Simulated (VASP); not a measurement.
# SiO2 in VASP: a series of runs, part 3 of 3

VASP 6.6.1.

## Step 5: Single point, PBE (uniaxial x strain -2.0%)

Contents of INCAR:

```
ALGO     = Normal         # electronic algorithm
EDIFF    = 1E-6           # SCF threshold, eV
ENCUT    = 520            # plane-wave cutoff, eV
GGA      = PE             # functional
ISIF     = 2              # what is computed and relaxed
ISMEAR   = -1             # smearing method
LASPH    = True           # aspherical terms in the spheres
LCHARG   = False          # write CHGCAR
LREAL    = False          # projectors in reciprocal space
LWAVE    = False          # write WAVECAR
NBANDS   = 15             # bands
NELM     = 100            # most SCF steps
PREC     = Accurate       # precision mode
SIGMA    = 0.02           # smearing width, eV
```

Contents of KPOINTS:

```
k-points
0
Gamma
  10 10 10
```

Contents of POSCAR:

```
SiO2
1.0
    0.0000000000      2.2641691173      2.2641691173
    2.2188857349      0.0000000000      2.2641691173
    2.2188857349      2.2641691173      0.0000000000
Si O
1 2
Direct
    0.0000000000      0.0000000000      0.0000000000
    0.2500000000      0.2500000000      0.2500000000
    0.7500000000      0.7500000000      0.7500000000
```

Potentials or basis: VASP PAW PBE potentials, release 64 (Si, O).

Launch:

```
$ cat potpaw_PBE.64/Si/POTCAR potpaw_PBE.64/O/POTCAR > POTCAR
$ mpirun -np 1 vasp_std > vasp.out
```

OUTCAR:

```text
EDIFF = 1E-6
   ENCUT = 520
   GGA = PE
   ISIF = 2
   ISMEAR = -1
   LASPH = True
   LREAL = False
   NELM = 100
   PREC = Accurate

 ion  position               nearest neighbor table
   1  0.000  0.000  0.000-   3 1.95   3 1.95   2 1.95   2 1.95   3 1.95   3 1.95   2 1.95   2 1.95

   2  0.250  0.250  0.250-   1 1.95   1 1.95   1 1.95   1 1.95
   3  0.750  0.750  0.750-   1 1.95   1 1.95   1 1.95   1 1.95

  LATTYP: Found a body centered tetragonal cell.
 ALAT       =     3.2020186732
 C/A-ratio  =     1.3859292911

  Lattice vectors:

 A1 = (  -2.2188857349,   0.0000000000,  -2.2641691173)
 A2 = (  -2.2188857349,   0.0000000000,   2.2641691173)
 A3 = (   2.2188857349,   2.2641691173,   0.0000000000)

Analysis of symmetry for initial positions (statically):
=====================================================================
 Subroutine PRICEL returns:
 Original cell was already a primitive cell.

 Routine SETGRP: Setting up the symmetry group for a
 body centered tetragonal supercell.

 Subroutine GETGRP returns: Found 16 space group operations
 (whereof 16 operations were pure point group operations)
 out of a pool of 16 trial point group operations.

The static configuration has the point symmetry D_4h.

Analysis of symmetry for dynamics (positions and initial velocities):
=====================================================================
 Subroutine PRICEL returns:
 Original cell was already a primitive cell.

 Routine SETGRP: Setting up the symmetry group for a
 body centered tetragonal supercell.

 Subroutine GETGRP returns: Found 16 space group operations
 (whereof 16 operations were pure point group operations)
 out of a pool of 16 trial point group operations.

The dynamic configuration has the point symmetry D_4h.

 Subroutine INISYM returns: Found 16 space group operations
 (whereof 16 operations are pure point group operations),
 and found     1 'primitive' translations

----------------------------------------------------------------------------------------

                                     Primitive cell

[... 124 lines left out ...]
  energy-cutoff  :      520.00
  volume of cell :       22.75
 maximum number of plane-waves:       625
   NGX = 11   NGY = 11   NGZ = 11

 number of electron      16.0000009 magnetization

 Free energy of the ion-electron system (eV)
  ---------------------------------------------------
  ext. energy  EPLUGINS =         0.00000000
  ---------------------------------------------------
  free energy    TOTEN  =       -19.83928943 eV

  energy without entropy =      -19.83928943  energy(sigma->0) =      -19.83928943

 E-fermi :  10.5364     XC(G=0): -12.5200

 val. band max:       10.1890990251   @ k =   0.0000   0.5000   0.5000
 cond. band min:      11.8250664472   @ k =   0.0000   0.5000   0.5000
 fundamental gap:      1.6359674221
 Fermi energy:        10.5363892967

 k-point     1 :       0.0000    0.0000    0.0000
  band No.  band energies     occupation
      1     -13.2599      2.00000
      2      -6.1065      2.00000
      3       3.9196      2.00000
      4       4.0458      2.00000
      5       4.0458      2.00000
      6       7.5002      2.00000
      7       7.5002      2.00000
      8       8.0029      2.00000
      9      12.4733      0.00000
     10      15.8772      0.00000
     11      16.0269      0.00000
     12      16.0269      0.00000
     13      22.1487      0.00000
     14      22.7129      0.00000
[... 401 lines left out ...]
      2      -7.8711      2.00000
      3       0.0084      2.00000
      4       2.0690      2.00000
      5       2.1552      2.00000
      6       8.2438      2.00000
      7       8.4952      2.00000
      8       8.7634      2.00000
      9      13.0502      0.00000
     10      17.5258      0.00000
     11      21.2051      0.00000
     12      21.3176      0.00000
     13      22.4817      0.00000
     14      25.7234      0.00000
     15      29.5613      0.00000

 [... further k-points ...]

------------------------ aborting loop because EDIFF is reached ----------------------------------------

  FORCE on cell =-STRESS in cart. coord.  units (eV):
  Direction    XX          YY          ZZ          XY          YZ          ZX
  --------------------------------------------------------------------------------------
  -------------------------------------------------------------------------------------
  Total        4.5713494      1.3398651      1.3398651      0.0000000      0.0000000     -0.0000000
  in kB      321.9380749     94.3602284     94.3602284      0.0000000      0.0000000     -0.0000000
  external PRESSURE =     170.2195106 kB  Pullay stress =       0.0000000 kB

 VOLUME and BASIS-vectors are now :
 -----------------------------------------------------------------------------
  energy-cutoff  :      520.00
  volume of cell :       22.75
      direct lattice vectors                 reciprocal lattice vectors
     0.000000000  2.264169117  2.264169117    -0.225338327  0.220831561  0.220831561
     2.218885735  0.000000000  2.264169117     0.225338327 -0.220831561  0.220831561
     2.218885735  2.264169117  0.000000000     0.225338327  0.220831561 -0.220831561

 POSITION                                       TOTAL-FORCE (eV/Angst)
 -----------------------------------------------------------------------------------
      0.00000      0.00000      0.00000         0.000000     -0.000000      0.000000
      1.10944      1.13208      1.13208         0.000000      0.000000      0.000000
      3.32833      3.39625      3.39625        -0.000000     -0.000000     -0.000000
 -----------------------------------------------------------------------------------
    total drift:                                0.000000      0.000000      0.000000

  FREE ENERGIE OF THE ION-ELECTRON SYSTEM (eV)
  ---------------------------------------------------
  free  energy   TOTEN  =       -19.8392894262 eV

  energy  without entropy=      -19.8392894261  energy(sigma->0) =      -19.83928943
```

OSZICAR:

```text
N       E                     dE             d eps       ncg     rms          rms(c)
DAV:   1     0.489055386990E+02    0.48906E+02   -0.87556E+03  3235   0.101E+03
DAV:   2    -0.206099859825E+02   -0.69516E+02   -0.62499E+02  4035   0.219E+02
DAV:   3    -0.225961360107E+02   -0.19862E+01   -0.19790E+01  3669   0.347E+01
DAV:   4    -0.226029607025E+02   -0.68247E-02   -0.68242E-02  3907   0.242E+00
DAV:   5    -0.226029947388E+02   -0.34036E-04   -0.34036E-04  3725   0.164E-01    0.112E+01
DAV:   6    -0.198380349098E+02    0.27650E+01   -0.52831E+00  3249   0.215E+01    0.420E+00
DAV:   7    -0.198389864546E+02   -0.95154E-03   -0.27760E-01  3802   0.433E+00    0.175E+00
DAV:   8    -0.198373742007E+02    0.16123E-02   -0.13670E-02  3319   0.128E+00    0.523E-01
DAV:   9    -0.198390414997E+02   -0.16673E-02   -0.27816E-03  3424   0.522E-01    0.170E-01
DAV:  10    -0.198392997922E+02   -0.25829E-03   -0.54545E-04  3340   0.179E-01    0.321E-02
DAV:  11    -0.198392860756E+02    0.13717E-04   -0.32784E-05  4138   0.507E-02    0.688E-03
DAV:  12    -0.198392893278E+02   -0.32523E-05   -0.46015E-06  3263   0.171E-02    0.267E-03
DAV:  13    -0.198392894262E+02   -0.98335E-07   -0.51393E-08  3042   0.179E-03
   1 F= -.19839289E+02 E0= -.19839289E+02  d E =-.226372E-10
```

stdout:

```text
POSCAR found type information on POSCAR SiO
 POSCAR found :  2 types and       3 ions
 scaLAPACK will be used
 LDA part: xc-table for (Slater+PW92), standard interpolation
 POSCAR, INCAR and KPOINTS ok, starting setup
 FFT: planning ... GRIDC
 FFT: planning ... GRID_SOFT
 FFT: planning ... GRID
 WAVECAR not read
 entering main loop
```

It took 38 s on 1 thread of Intel Xeon 8259CL, shared host; peak memory 0.15 GiB.

Results:

- Free energy: -19.8393 eV
- Pressure: 17.0 GPa
- Band gap on the k mesh: 1.64 eV

Stress tensor (GPa, compression positive):
```
32.19  0.00  0.00
 0.00  9.44  0.00
 0.00  0.00  9.44
```

Levels at points of the mesh, in eV from the valence-band top:
```csv
k point,band 4,band 5,band 6,band 7,band 8,band 9,band 10,band 11,band 12,band 13
"(0.00, 0.00, 0.00)",-6.14,-6.14,-2.69,-2.69,-2.19,2.28,5.69,5.84,5.84,11.96
"(0.50, 0.00, 0.00)",-5.68,-5.56,-5.33,-4.90,-4.78,6.07,9.67,10.11,10.15,13.64
"(0.50, 0.50, 0.00)",-8.58,-8.49,-1.40,-0.96,-0.29,2.00,8.36,11.14,12.76,12.78
"(0.00, 0.50, 0.50)",-8.67,-8.67,-1.30,-1.30,0.00,1.64,8.09,11.27,12.94,12.94
```

Caveat: the cell differs from its parent crystal (uniaxial x strain -2.0%); the cell stands under pressure. A k mesh can miss the band edges.

## Step 6: Summary

| level | cell | smearing | gap on the mesh (eV) | pressure (GPa) |
| --- | --- | --- | --- | --- |
| PBE | a = 3.202 Å, angles 60.0°, 3 atoms | fermi-dirac 0.02 eV | 2.06 | 10.3 |
| r2SCAN | a = 3.138 Å, angles 60.0°, 3 atoms | gaussian 0.01 eV | 2.75 | 21.8 |
| r2SCAN | a = 3.202 Å, angles 60.0°, 3 atoms | gaussian 0.01 eV | 2.68 | 0.6 |
| PBE | a = 3.202, b = 3.170, c = 3.170 Å, angles 60.7, 59.7, 59.7°, 3 atoms | fermi-dirac 0.02 eV | 1.64 | 17.0 |

Alike in all rows: task single point; potentials or basis VASP PAW PBE potentials, release 64 (Si, O); no spin polarisation; k mesh 10 × 10 × 10; cutoff (eV) 520.

Caveats: the cell stands under pressure (at least some runs); the PAW data sets were made with another functional, which shifts forces and pressure a little (at least some runs).

Absolute energies hang on the potentials; compare differences alone.
